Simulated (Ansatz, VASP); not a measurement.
One calculation of AlB2As3, two programs

INCAR

```
ALGO = Normal ; EDIFF = 1E-6
EDIFFG = -0.01 ; ENCUT = 600
GGA = PE ; IBRION = 2
ISIF = 3 ; ISMEAR = 0
LASPH = T ; LCHARG = F
LREAL = F ; LWAVE = F
NELM = 60 ; NSW = 100
PREC = Accurate ; SIGMA = 0.02
```

The input KPOINTS:

```
k-points
0
Gamma
  10 10 10
```

Contents of POSCAR:

```
AlB2As3
1.0
   -1.7915211060      1.7915211060      7.8733944359
    1.7915211060     -1.7915211060      7.8733944359
    1.7915211060      1.7915211060     -7.8733944359
Al B As
1 2 3
Direct
    0.0000000000      0.0000000000      0.0000000000
    0.6754053308      0.6754053308      0.0000000000
    0.3245946692      0.3245946692      0.0000000000
    0.8983840348      0.3983840348      0.5000000000
    0.2500000000      0.7500000000      0.5000000000
    0.6016159652      0.1016159652      0.5000000000
```

Input for Ansatz:

```yaml
crystal:
  lattice:
    - [-1.791521106, 1.791521106, 7.8733944359]
    - [1.791521106, -1.791521106, 7.8733944359]
    - [1.791521106, 1.791521106, -7.8733944359]
  atoms:
    - { symbol: Al, position: [0.0, 0.0, 0.0] }
    - { symbol: B, position: [0.6754053308, 0.6754053308, 0.0] }
    - { symbol: B, position: [0.3245946692, 0.3245946692, 0.0] }
    - { symbol: As, position: [0.8983840348, 0.3983840348, 0.5] }
    - { symbol: As, position: [0.25, 0.75, 0.5] }
    - { symbol: As, position: [0.6016159652, 0.1016159652, 0.5] }
basis:
  ecutwfc: 420
kpoints:
  mp_grid: { grid: [10, 10, 10] }
hamiltonian:
  xc: pbe
scf:
  occupations: { method: gaussian, width: 0.02 }
output:
  forces: true
  stress: true
  eigenvalues: true
relax:
  adjacent_minimum: "off"
  f_tol: 0.01
  max_steps: 80
  cell: { stress_tol: 0.05 }
```

Alike in both runs: task relaxation of cell and atoms; functional PBE; k mesh 10 × 10 × 10; occupations gaussian, width 0.02 eV; no spin polarisation.

|  | VASP | Ansatz |
| --- | --- | --- |
| version | VASP 6.6.1 | Ansatz 0.2.0 |
| potentials or method | VASP PAW PBE potentials, release 64 (Al, B, As), cutoff 600 eV | scalar-relativistic, plane waves, PAW |
| valence electrons in the cell | 24 | 54 |

Ansatz gave:

* gap on the k mesh at the Fermi level, each at its own relaxed structure (eV): 0.63
* relaxed volume (Å³/atom): 16.83
* relaxed cell length with the largest relative difference (Å): 8.284

Question: Estimate VASP's values.

Answer: gap on the k mesh at the Fermi level, each at its own relaxed structure (eV): 0.63; relaxed volume (Å³/atom): 16.89; relaxed cell length with the largest relative difference (Å): 8.294.

VASP's potentials hold 24 valence electrons a cell and Ansatz's 54, so a difference there can come from the potentials and not from the codes.
